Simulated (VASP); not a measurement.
A run of VASP 6.6.1 is set up as follows.

Contents of INCAR:

```
SYSTEM = ZrPdSe3
  PREC = Accurate
  ENCUT = 600
  EDIFF = 1E-6
  ISMEAR = 0
  SIGMA = 0.1
  LREAL = .FALSE.
  LASPH = .TRUE.
  NELM = 100
  ALGO = Normal
  ISIF = 3
  LWAVE = .FALSE.
  LCHARG = .FALSE.
  GGA = PE
  IBRION = 2
  NSW = 100
  EDIFFG = -0.01
```

The input KPOINTS:

```
Automatic mesh
0
G
  10 10 6
  0 0 0
```

Contents of POSCAR:

```
ZrPdSe3
1.0
    4.1106596226      0.0000000000      0.0000000000
    0.0000000000      4.1106596226      0.0000000000
    0.0000000000      0.0000000000      6.9517677282
Zr Pd Se
1 1 3
Direct
    0.0000000000      0.0000000000      0.1804909533
    0.5000000000      0.5000000000      0.6679900785
    0.0000000000      0.5000000000      0.4474470903
    0.5000000000      0.0000000000      0.4474470903
    0.5000000000      0.5000000000      0.0292248075
```

Potentials or basis: VASP PAW PBE potentials, release 64 (Zr_sv, Pd, Se).

Launch:

```bash
$ cat potpaw_PBE.64/Zr_sv/POTCAR potpaw_PBE.64/Pd/POTCAR potpaw_PBE.64/Se/POTCAR > POTCAR
$ mpirun -np 1 vasp_std > vasp.out
```

Task: What does it give for the band gap on the k mesh?

Result: Zero (bands 20 and 21 overlap by 1.23 eV).

Task: Predict the relaxed cell.

Result: a = 4.087 Å, b = 4.087 Å, c = 7.001 Å, α = 90.00°, β = 90.00°, γ = 90.00°.

Final structure:
```yaml
crystal:
  lattice:
    - [4.08713, 0.00000, 0.00000]
    - [0.00000, 4.08713, 0.00000]
    - [0.00000, 0.00000, 7.00101]
  atoms:
    - { symbol: Zr, position: [0.00000, 0.00000, 0.17891] }
    - { symbol: Pd, position: [0.50000, 0.50000, 0.67081] }
    - { symbol: Se, position: [0.00000, 0.50000, 0.44677] }
    - { symbol: Se, position: [0.50000, 0.00000, 0.44677] }
    - { symbol: Se, position: [0.50000, 0.50000, 0.02934] }
```
